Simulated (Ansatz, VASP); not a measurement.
**One calculation of Sn2TeO2, two programs**

```
CELL_PARAMETERS angstrom
-2.24609 2.24609 5.31057
2.24609 -2.24609 5.31057
2.24609 2.24609 -5.31057
ATOMIC_POSITIONS crystal
Sn 0.63281 0.63281 0.00000
Sn 0.36719 0.36719 0.00000
Te 0.00000 0.00000 0.00000
O 0.25000 0.75000 0.50000
O 0.75000 0.25000 0.50000
```

Change from the starting cell: species swapped into the PrSi2Ni2 type (I4/mmm, No. 139).

Alike in both runs: task relaxation of cell and atoms; functional PBE; k mesh 6 × 6 × 6; occupations gaussian, width 0.1 eV; no spin polarisation.

```csv
,VASP,Ansatz
version,VASP 6.6.1,Ansatz 0.2.0
potentials or method,"VASP PAW PBE potentials, release 64 (Sn_d, Te, O), cutoff 600 eV","scalar-relativistic, plane waves, PAW"
valence electrons in the cell,46,56
```

|  | VASP | Ansatz | Ansatz less VASP |
| --- | --- | --- | --- |
| gap on the k mesh at the Fermi level, each at its own relaxed structure (eV) | none | none | - |
| relaxed volume (Å³/atom) | 18.63 | 18.69 | +0.060 |
| relaxed cell length with the largest relative difference (Å) | 6.991 | 7.021 | +0.0295 |

A gap of «none» marks a metal or a gap that the smearing closes. VASP's potentials hold 46 valence electrons a cell and Ansatz's 56, so a difference there can come from the potentials and not from the codes.

Neither program's run includes spin-orbit coupling.
